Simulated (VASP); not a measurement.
Wanted: the native input for a VASP 6.6.1 run.

```yaml
Task: single point
Functional: r2SCAN
Dispersion: D4
Potentials_or_basis: VASP PAW PBE potentials, release 64 (Ni, Ge_d)
Cutoff: 520 eV
k_mesh: 12 × 12 × 12
Occupations: gaussian, width 0.1 eV
Spin: no spin polarisation
Dipole_correction: no
Further_INCAR_settings: ALGO = Normal; EDIFF = 1e-07; NBANDS = 30
```

Crystal: Ni3Ge.

```
CELL_PARAMETERS angstrom
3.52144 0.00000 0.00000
0.00000 3.52144 0.00000
0.00000 0.00000 3.52144
ATOMIC_POSITIONS crystal
Ni 0.50000 0.00000 0.50000
Ni 0.00000 0.50000 0.50000
Ni 0.50000 0.50000 0.00000
Ge 0.00000 0.00000 0.00000
```

One way to write it, as run:

POSCAR

```
Ni3Ge
1.0
    3.5214382558      0.0000000000      0.0000000000
    0.0000000000      3.5214382558      0.0000000000
    0.0000000000      0.0000000000      3.5214382558
Ni Ge
3 1
Direct
    0.5000000000      0.0000000000      0.5000000000
    0.0000000000      0.5000000000      0.5000000000
    0.5000000000      0.5000000000      0.0000000000
    0.0000000000      0.0000000000      0.0000000000
```

INCAR.step1

```
PREC = Accurate
ENCUT = 520
ISMEAR = 0
SIGMA = 0.1
LREAL = False
LASPH = True
NELM = 60
NBANDS = 30
GGA = PE
ALGO = Normal
EDIFF = 1E-4
LWAVE = True
LCHARG = False
```

INCAR.step2

```
PREC = Accurate
ENCUT = 520
EDIFF = 1E-7
ISMEAR = 0
SIGMA = 0.1
LREAL = False
LASPH = True
NELM = 60
ALGO = Normal
ISIF = 2
LWAVE = False
LCHARG = False
METAGGA = R2SCAN
LMIXTAU = True
IVDW = 13
VDW_S6 = 1.0
VDW_S8 = 0.6018749
VDW_A1 = 0.51559235
VDW_A2 = 5.77342911
NBANDS = 30
ISTART = 1
```

KPOINTS

```
Automatic mesh
0
Gamma
  12 12 12
```

Potentials or basis: VASP PAW PBE potentials, release 64 (Ni, Ge_d).

Command:

```console
$ cat potpaw_PBE.64/Ni/POTCAR potpaw_PBE.64/Ge_d/POTCAR > POTCAR
$ cp INCAR.step1 INCAR
$ mpirun -np 1 vasp_std > vasp.out
$ cp INCAR.step2 INCAR
$ mpirun -np 1 vasp_std > vasp.out
```

It gave:

```
Pressure                   : 0.3 GPa
Band gap on the k mesh     : zero (bands 22 and 23 overlap by 0.27 eV)
Dispersion energy per atom : -0.170 eV
```

Caveat: the PAW data sets were made with another functional, which shifts forces and pressure a little.

Wall time 13 min on 1 thread of Intel Xeon 8259CL (shared host), peak memory 0.24 GiB.
